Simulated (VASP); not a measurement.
# CuF (Fmmm) in VASP: relaxation of cell and atoms with PBE

Aim: the relaxation of cell and atoms of CuF with PBE.

All numbers are computed with VASP 6.6.1; they aren't measurements. Logs are shortened: lines on timing, memory, paths and dates and some standing lists are left out, and cuts for length are marked.

## 1. The cell of the first run

The structure is orthorhombic, space group Fmmm (No. 69). Conventional cell: a = 4.122 Å, b = 4.384 Å, c = 4.679 Å, α = 90.00°, β = 90.00°, γ = 90.00°. Within 2.7 Å of Cu (site symmetry mmm) lie 6 F at 2.06 to 2.34 Å. F (site symmetry mmm) has 6 Cu at 2.06 to 2.34 Å within 2.7 Å.

## 2. Relaxation of cell and atoms, PBE

The input, INCAR:

```
SYSTEM = CuF
ALGO = Normal
EDIFF = 1E-7
EDIFFG = -0.04
ENCUT = 820
GGA = PE
GGA_COMPAT = .FALSE.
IBRION = 2
ISIF = 3
ISMEAR = 0
LASPH = .TRUE.
LCHARG = .FALSE.
LREAL = .FALSE.
LWAVE = .FALSE.
NELM = 120
NELMIN = 4
NSW = 90
PREC = Accurate
SIGMA = 0.1
```

The input, KPOINTS:

```
k-points
0
G
  6 6 6
  0 0 0
```

The input, POSCAR:

```
CuF
1.0
    0.0000000000      2.1918745230      2.3393651451
    2.0607717478      0.0000000000      2.3393651451
    2.0607717478      2.1918745230      0.0000000000
Cu F
1 1
Direct
    0.0000000000      0.0000000000      0.0000000000
    0.5000000000      0.5000000000      0.5000000000
```

Potentials or basis: VASP PAW PBE potentials, release 64 (Cu_sv_GW, F).

Started as:

```
$ cat potpaw_PBE.64/Cu_sv_GW/POTCAR potpaw_PBE.64/F/POTCAR > POTCAR
$ mpirun -np 1 vasp_std > vasp.out
```

OUTCAR:

```text
SYSTEM = CuF
   EDIFF = 1E-7
   EDIFFG = -0.04
   ENCUT = 820
   GGA = PE
   IBRION = 2
   ISIF = 3
   ISMEAR = 0
   LASPH = .TRUE.
   LREAL = .FALSE.
   NELM = 120
   NELMIN = 4
   NSW = 90
   PREC = Accurate

 ion  position               nearest neighbor table
   1  0.000  0.000  0.000-   2 2.06   2 2.06   2 2.19   2 2.19
   2  0.500  0.500  0.500-   1 2.06   1 2.06   1 2.19   1 2.19

  LATTYP: Found a face centered orthorhombic cell.
 ALAT       =     4.1215434956
 B/A-ratio  =     1.0636182903
 C/A-ratio  =     1.1351888668

  Lattice vectors:

 A1 = (   0.0000000000,   2.1918745230,   2.3393651451)
 A2 = (   2.0607717478,   0.0000000000,   2.3393651451)
 A3 = (   2.0607717478,   2.1918745230,   0.0000000000)

Analysis of symmetry for initial positions (statically):
=====================================================================
 Subroutine PRICEL returns:
 Original cell was already a primitive cell.

 Routine SETGRP: Setting up the symmetry group for a
 face centered orthorhombic supercell.

 Subroutine GETGRP returns: Found  8 space group operations
 (whereof  8 operations were pure point group operations)
 out of a pool of  8 trial point group operations.

The static configuration has the point symmetry D_2h.

Analysis of symmetry for dynamics (positions and initial velocities):
=====================================================================
 Subroutine PRICEL returns:
 Original cell was already a primitive cell.

 Routine SETGRP: Setting up the symmetry group for a
 face centered orthorhombic supercell.

 Subroutine GETGRP returns: Found  8 space group operations
 (whereof  8 operations were pure point group operations)
 out of a pool of  8 trial point group operations.

The dynamic configuration has the point symmetry D_2h.

 Subroutine INISYM returns: Found  8 space group operations
 (whereof  8 operations are pure point group operations),
 and found     1 'primitive' translations

----------------------------------------------------------------------------------------

                                     Primitive cell

  volume of cell :      21.1336

  direct lattice vectors                    reciprocal lattice vectors
     0.000000000  2.191874523  2.339365145    -0.242627550  0.228115248  0.213733201
     2.060771748  0.000000000  2.339365145     0.242627550 -0.228115248  0.213733201
     2.060771748  2.191874523  0.000000000     0.242627550  0.228115248 -0.213733201

  length of vectors
     3.205767179  3.117596747  3.008503635     0.395710216  0.395710216  0.395710216

  position of ions in fractional coordinates (direct lattice)
     0.000000000  0.000000000  0.000000000
     0.500000000  0.500000000  0.500000000

  ion indices of the primitive-cell ions
   primitive index   ion index
                 1           1
                 2           2

----------------------------------------------------------------------------------------

 KPOINTS: k-points

Automatic generation of k-mesh.
 Grid dimensions read from file:
 generate k-points for:    6    6    6

 Generating k-lattice:

  Cartesian coordinates                     Fractional coordinates (reciprocal lattice)
    -0.040437925  0.038019208  0.035622200     0.166666667  0.000000000 -0.000000000
     0.040437925 -0.038019208  0.035622200     0.000000000  0.166666667  0.000000000
     0.040437925  0.038019208 -0.035622200    -0.000000000  0.000000000  0.166666667

  Length of vectors
     0.065951703  0.065951703  0.065951703

  Shift w.r.t. Gamma in fractional coordinates (k-lattice)
     0.000000000  0.000000000  0.000000000

 Subroutine IBZKPT returns following result:
 ===========================================

 Found     46 irreducible k-points:

 Following reciprocal coordinates:
            Coordinates               Weight
  0.000000  0.000000  0.000000      1.000000
  0.166667 -0.000000  0.000000      8.000000
  0.333333 -0.000000  0.000000      8.000000
  0.500000 -0.000000 -0.000000      4.000000
  0.166667  0.166667  0.000000      2.000000
  0.333333  0.166667  0.000000      8.000000
[... 16 lines left out ...]
 -0.166667  0.166667  0.166667      8.000000
  0.500000  0.333333  0.166667      4.000000
 [... further k-points ...]
   k-points           NKPTS =     46   k-points in BZ     NKDIM =     46   number of bands    NBANDS=     17
   number of dos      NEDOS =    301   number of ions     NIONS =      2
   total plane-waves  NPLWV =  25200
   dimension x,y,z NGX =    30 NGY =   30 NGZ =   28
   dimension x,y,z NGXF=    60 NGYF=   60 NGZF=   56
   ions per type =               1   1
   NGX,Y,Z   is equivalent  to a cutoff of  15.56, 16.00, 15.47 a.u.
   NGXF,Y,Z  is equivalent  to a cutoff of  31.12, 32.00, 30.94 a.u.
 SYSTEM =  CuF
   PREC   = accura    normal or accurate (medium, high low for compatibility)
   ISTART =      0    job   : 0-new  1-cont  2-samecut
   ICHARG =      2    charge: 1-file 2-atom 10-const
   ISPIN  =      1    spin polarized calculation?
   LNONCOLLINEAR =      F non collinear calculations
   LSORBIT =      F    spin-orbit coupling
   LASPH  =      T    aspherical Exc in radial PAW
   ENCUT  =  820.0 eV  60.27 Ry    7.76 a.u.   7.49  7.28  7.02*2*pi/ulx,y,z
   NELM   =    120;   NELMIN=  4; NELMDL= -5     # of ELM steps
   EDIFF  = 0.1E-06   stopping-criterion for ELM
   LREAL  =      F    real-space projection
   EDIFFG = -.4E-01   stopping-criterion for IOM
   NSW    =     90    number of steps for IOM
   IBRION =      2    ionic relax: 0-MD 1-quasi-New 2-CG
   NFREE  =      1    steps in history (QN), initial steepest desc. (CG)
   ISIF   =      3    stress and relaxation
   ISYM   =      2    0-nonsym 1-usesym 2-fastsym
   POTIM  = 0.5000    time-step for ionic-motion
   TEBEG  =    0.0;   TEEND  =   0.0 temperature during run
   PSTRESS=    0.0 pullay stress
   NELECT =      26.0000    total number of electrons
   NUPDOWN=      -1.0000    fix difference up-down
   EMIN   =  10.00;   EMAX   =-10.00  energy-range for DOS
   EFERMI =   0.00;   METHOD = LEGACY
   ISMEAR =     0;   SIGMA  =   0.10  broadening in eV -4-tet -1-fermi 0-gaus
   EFERMI_NEDOS =   21; number of points for ismear=-14 and -15
   IALGO  =     38    algorithm
   IMIX   =      4    mixing-type and parameters
     AMIX     =   0.40;   BMIX     =  1.00
     AMIX_MAG =   1.60;   BMIX_MAG =  1.00
  volume/ion in A,a.u.               =      10.57        71.31
  Fermi-wavevector in a.u.,A,eV,Ry     =   1.754182  3.314924 41.867248  3.077156
  Thomas-Fermi vector in A             =   2.824173
   LORBIT       =      0    0 simple, 1 ext, 2 COOP (PROOUT), +10 PAW based schemes
   GGA     = PE    functional components
   LHFCALC =     F    Hartree Fock is set to
   AEXX    =    0.0000 exact exchange contribution
   IVDW    =     0    specifies the selected vdW correction
   LEPSILON=     F    determine dielectric tensor
   LRPA    =     F    only Hartree local field effects (RPA)
 conjugate gradient relaxation of ions
 non-spin polarized calculation
 Gauss-broadening in eV      SIGMA  =   0.10
  energy-cutoff  :      820.00
  volume of cell :       21.13
 maximum number of plane-waves:      1150
 NGX is ok and might be reduce to    30
   NGX = 15   NGY = 15   NGZ = 15

--------------------------------------- Ionic step        1  -------------------------------------------

 number of electron      25.9999999 magnetization

 Free energy of the ion-electron system (eV)
  ---------------------------------------------------
  ext. energy  EPLUGINS =         0.00000000
  ---------------------------------------------------
  free energy    TOTEN  =        -7.03560674 eV

  energy without entropy =       -7.03370597  energy(sigma->0) =       -7.03465635

 E-fermi :   5.5841     XC(G=0): -11.9418

 val. band max:        5.4262904393   @ k =  -0.3333   0.0000   0.1667
 cond. band min:       5.6637675641   @ k =  -0.3333   0.1667  -0.0000
 fundamental gap:      0.2374771248
 Fermi energy:         5.5841305557

 k-point     1 :       0.0000    0.0000    0.0000
  band No.  band energies     occupation
      1    -105.3395      2.00000
      2     -62.8101      2.00000
      3     -62.7875      2.00000
      4     -62.7406      2.00000
      5     -19.8653      2.00000
      6      -0.5810      2.00000
[... 9 lines left out ...]
     16      22.8319      0.00000
     17      23.2626      0.00000
[... 443 lines left out ...]
      1    -105.3388      2.00000
      2     -62.8145      2.00000
      3     -62.7907      2.00000
      4     -62.7461      2.00000
      5     -19.4865      2.00000
      6      -2.1965      2.00000
[... 9 lines left out ...]
     16      15.9098      0.00000
     17      18.1559      0.00000

 [... further k-points ...]

------------------------ aborting loop because EDIFF is reached ----------------------------------------

  FORCE on cell =-STRESS in cart. coord.  units (eV):
  Direction    XX          YY          ZZ          XY          YZ          ZX
  --------------------------------------------------------------------------------------
  -------------------------------------------------------------------------------------
  Total        2.4002023      1.9854070      1.8223124      0.0000000      0.0000000      0.0000000
  in kB      181.9637356    150.5173412    138.1528412      0.0000000      0.0000000      0.0000000
  external PRESSURE =     156.8779727 kB  Pullay stress =       0.0000000 kB
[... 89 lines left out ...]
  FREE ENERGIE OF THE ION-ELECTRON SYSTEM (eV)
  ---------------------------------------------------
  free  energy   TOTEN  =        -7.1542866356 eV

  energy  without entropy=       -7.1507788474  energy(sigma->0) =       -7.15253274

[... ionic steps 4 to 7 ...]

--------------------------------------- Ionic step        8  -------------------------------------------

 number of electron      26.0000003 magnetization

------------------------ aborting loop because EDIFF is reached ----------------------------------------

  FORCE on cell =-STRESS in cart. coord.  units (eV):
  Direction    XX          YY          ZZ          XY          YZ          ZX
  --------------------------------------------------------------------------------------
  -------------------------------------------------------------------------------------
  Total        0.0050922      0.0815202      0.0164938      0.0000000      0.0000000      0.0000000
  in kB        0.3377696      5.4073009      1.0940505      0.0000000      0.0000000      0.0000000
  external PRESSURE =       2.2797070 kB  Pullay stress =       0.0000000 kB
[... 57 lines left out ...]
  energy  without entropy=       -7.1582867203  energy(sigma->0) =       -7.15955951

--------------------------------------- Ionic step       10  -------------------------------------------

 number of electron      26.0000002 magnetization

 Free energy of the ion-electron system (eV)
  ---------------------------------------------------
  ext. energy  EPLUGINS =         0.00000000
  ---------------------------------------------------
  free energy    TOTEN  =        -7.16082963 eV

  energy without entropy =       -7.15831342  energy(sigma->0) =       -7.15957152

 E-fermi :   4.0212     XC(G=0): -11.1030

 val. band max:        3.8816180628   @ k =   0.5000   0.1667   0.0000
 cond. band min:       4.0948827389   @ k =  -0.3333   0.1667  -0.0000
 fundamental gap:      0.2132646761
 Fermi energy:         4.0212368501

 k-point     1 :       0.0000    0.0000    0.0000
  band No.  band energies     occupation
      1    -106.7501      2.00000
      2     -64.2136      2.00000
      3     -64.1912      2.00000
      4     -64.1714      2.00000
      5     -20.5179      2.00000
      6      -1.5808      2.00000
[... 9 lines left out ...]
     16      20.6583      0.00000
     17      20.6703      0.00000
[... 443 lines left out ...]
      1    -106.7497      2.00000
      2     -64.2157      2.00000
      3     -64.1926      2.00000
      4     -64.1740      2.00000
      5     -20.2740      2.00000
      6      -2.6919      2.00000
[... 9 lines left out ...]
     16      14.1863      0.00000
     17      15.7760      0.00000

 [... further k-points ...]

------------------------ aborting loop because EDIFF is reached ----------------------------------------

  FORCE on cell =-STRESS in cart. coord.  units (eV):
  Direction    XX          YY          ZZ          XY          YZ          ZX
  --------------------------------------------------------------------------------------
  -------------------------------------------------------------------------------------
  Total       -0.0788213      0.0158719     -0.0297743      0.0000000      0.0000000      0.0000000
  in kB       -5.2007544      1.0472535     -1.9645553      0.0000000      0.0000000      0.0000000
  external PRESSURE =      -2.0393521 kB  Pullay stress =       0.0000000 kB
[... 17 lines left out ...]
  FREE ENERGIE OF THE ION-ELECTRON SYSTEM (eV)
  ---------------------------------------------------
  free  energy   TOTEN  =        -7.1608296317 eV

  energy  without entropy=       -7.1583134179  energy(sigma->0) =       -7.15957152

 reached required accuracy - stopping structural energy minimisation
```

It took 2.5 min on 1 thread of AMD EPYC 9R45 (Zen 5), shared host; peak memory 0.18 GiB.

What came out:

* Free energy: -7.1608 eV
* Relaxed volume: 12.14 Å³/atom
* Relaxed cell: a = 3.402 Å, b = 3.294 Å, c = 3.103 Å, α = 64.17°, β = 60.63°, γ = 55.20°
* Space group after relaxing (to 0.1 Å): Fmmm (No. 69)
* Energy gained by relaxing: 62.6 meV/atom
* Ionic steps: 10
* Pressure after relaxing: -0.2 GPa
* Band gap on the k mesh: zero (bands 13 and 14 overlap by 0.89 eV)

Stress tensor (GPa, compression positive):
```
-0.52  0.00  0.00
 0.00  0.10  0.00
 0.00  0.00 -0.20
```

The path:
| step | energy change (eV) | largest force (eV/Å) | pressure (GPa) | volume (Å³) |
| --- | --- | --- | --- | --- |
| 1 | 0.0000 | 0.0000 | 15.69 | 21.13 |
| 2 | -0.1134 | 0.0000 | -2.46 | 24.46 |
| 3 | -0.1187 | 0.0000 | 0.19 | 23.79 |
| 4 | -0.1187 | 0.0000 | -0.04 | 23.84 |
| 5 | -0.1201 | 0.0000 | -0.12 | 23.88 |
| 6 | -0.1234 | 0.0000 | -0.03 | 24.01 |
| 7 | -0.1246 | 0.0000 | 0.44 | 24.23 |
| 8 | -0.1250 | 0.0000 | 0.23 | 24.15 |
| 9 | -0.1252 | 0.0000 | -0.38 | 24.31 |
| 10 | -0.1252 | 0.0000 | -0.20 | 24.28 |

Final structure:
```xyz
2
Lattice="0.0000 2.2752 2.5287 2.1102 0.0000 2.5287 2.1102 2.2752 0.0000" Properties=species:S:1:pos:R:3 pbc="T T T"
Cu    0.0000    0.0000    0.0000
F     2.1102    2.2752    2.5287
```

Levels at points of the mesh, in eV from the Fermi level:
| k point | band 11 | band 12 | band 13 | band 14 | band 15 | band 16 |
| --- | --- | --- | --- | --- | --- | --- |
| (0.00, 0.00, 0.00) | -1.25 | -1.11 | -1.09 | -0.80 | 15.10 | 16.64 |
| (0.50, 0.00, 0.00) | -0.81 | -0.48 | 0.10 | 3.64 | 5.12 | 10.70 |
| (0.50, 0.50, 0.00) | -0.85 | -0.75 | -0.72 | 3.40 | 5.18 | 12.11 |
| (0.50, 0.00, 0.50) | -0.83 | -0.78 | -0.62 | 3.98 | 6.52 | 11.08 |
| (0.00, 0.50, 0.50) | -0.81 | -0.78 | -0.64 | 4.35 | 7.63 | 10.13 |

Caveat: the k points lie up to 0.40 Å⁻¹ apart in the final cell, too coarse for converged energies and pressures of a metal.

The gap in the log of VASP goes by the Fermi energy; the results here count the filled bands.